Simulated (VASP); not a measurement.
A run of VASP 6.6.1:

INCAR

```
SYSTEM = MgC6
PREC = Accurate ; ENCUT = 520
EDIFF = 1E-6 ; ISMEAR = 0
SIGMA = 0.1 ; LREAL = .FALSE.
LASPH = .TRUE. ; NELM = 80
ALGO = Fast ; ISIF = 2
LWAVE = .FALSE. ; LCHARG = .FALSE.
GGA = PE ; IVDW = 12
NBANDS = 22
```

KPOINTS

```
Automatic mesh
0
G
  12 12 10
  0 0 0
```

File POSCAR:

```
MgC6
1.0
    4.3525475367      0.0000000000      0.0000000000
   -2.1762737684      3.7694167380      0.0000000000
    0.0000000000      0.0000000000      3.7967590583
Mg C
1 6
Direct
    0.0000000000      0.0000000000      0.5000000000
    0.3350340902      0.3350340902      0.0000000000
    0.0000000000      0.6649659098      0.0000000000
    0.6649659098      0.0000000000      0.0000000000
    0.0000000000      0.3350340902      0.0000000000
    0.6649659098      0.6649659098      0.0000000000
    0.3350340902      0.0000000000      0.0000000000
```

Potentials or basis: VASP PAW PBE potentials, release 64 (Mg, C).

The run is started by

```bash
$ cat potpaw_PBE.64/Mg/POTCAR potpaw_PBE.64/C/POTCAR > POTCAR
$ mpirun -np 1 vasp_std > vasp.out
```

Hardware: 1 thread of Oxide Virtual Turin-like Processor, with other jobs on the host.

**Question.** Estimate the wall time of this run.

**Answer.** It took 3.1 min on 1 thread of Oxide Virtual Turin-like Processor (shared host), peak memory 0.24 GiB. Counts: scf iterations 15, k points 114.
